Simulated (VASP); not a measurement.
A run of VASP 6.6.1 is set up as follows.

The input INCAR:

```
SYSTEM = SrCl2
ALGO = Normal
EDIFF = 1E-7
EDIFFG = -0.005
ENCUT = 600
GGA = PS
IBRION = 2
ISIF = 3
ISMEAR = -1
LASPH = .TRUE.
LCHARG = .FALSE.
LREAL = .FALSE.
LWAVE = .FALSE.
NELM = 80
NSW = 80
PREC = Accurate
PSTRESS = 300.0
SIGMA = 0.05
```

The input KPOINTS:

```
k-points
0
G
  7 7 7
  0 0 0
```

File POSCAR:

```
SrCl2
1.0
    0.0000000000      3.4883500000      3.4883500000
    3.4883500000      0.0000000000      3.4883500000
    3.4883500000      3.4883500000      0.0000000000
Sr Cl
1 2
Direct
    0.0000000000      0.0000000000      0.0000000000
    0.7500000000      0.7500000000      0.7500000000
    0.2500000000      0.2500000000      0.2500000000
```

Potentials or basis: VASP PAW PBE potentials, release 64 (Sr_sv, Cl).

Launch:

```sh
$ cat potpaw_PBE.64/Sr_sv/POTCAR potpaw_PBE.64/Cl/POTCAR > POTCAR
$ mpirun -np 1 vasp_std > vasp.out
```

Predict the relaxed volume.

19.35 Å³/atom.

Estimate the band gap on the k mesh.

4.96 eV (least direct gap 5.14 eV).

What does it give for the relaxed cell?

a = 4.346 Å, b = 4.346 Å, c = 4.346 Å, α = 60.00°, β = 60.00°, γ = 60.00°.

Predict the space group after relaxing (to 0.1 Å).

Fm-3m (No. 225).

Step by step:
```tsv
step	energy change (eV)	largest force (eV/Å)	pressure (GPa)	volume (Å³)
1	0.0000	0.0000	-0.90	84.90
2	16.2525	0.0000	229.25	33.94
3	1.1148	0.0000	22.12	61.50
4	1.4490	0.0000	26.89	59.31
5	1.6770	0.0000	30.07	58.03
6	1.5902	0.0000	28.87	58.50
7	1.5950	0.0000	28.93	58.47
8	1.6092	0.0000	29.13	58.39
9	1.6095	0.0000	29.13	58.39
10	1.6102	0.0000	29.14	58.39
11	1.6118	0.0000	29.17	58.38
12	1.6148	0.0000	29.21	58.36
13	1.6209	0.0000	29.29	58.33
14	1.6332	0.0000	29.46	58.26
15	1.6579	0.0000	29.81	58.13
16	1.7080	0.0000	30.50	57.86
17	1.6717	0.0000	30.00	58.06
```

Caveat: the cell is relaxed towards a set pressure, so the run minimises the enthalpy, not the energy; the volume moved by over 15 % at a fixed basis, so the end points are rough; the PAW data sets were made with another functional, which shifts forces and pressure a little; an odd mesh through Γ misses points on the zone boundary, where band edges can lie.
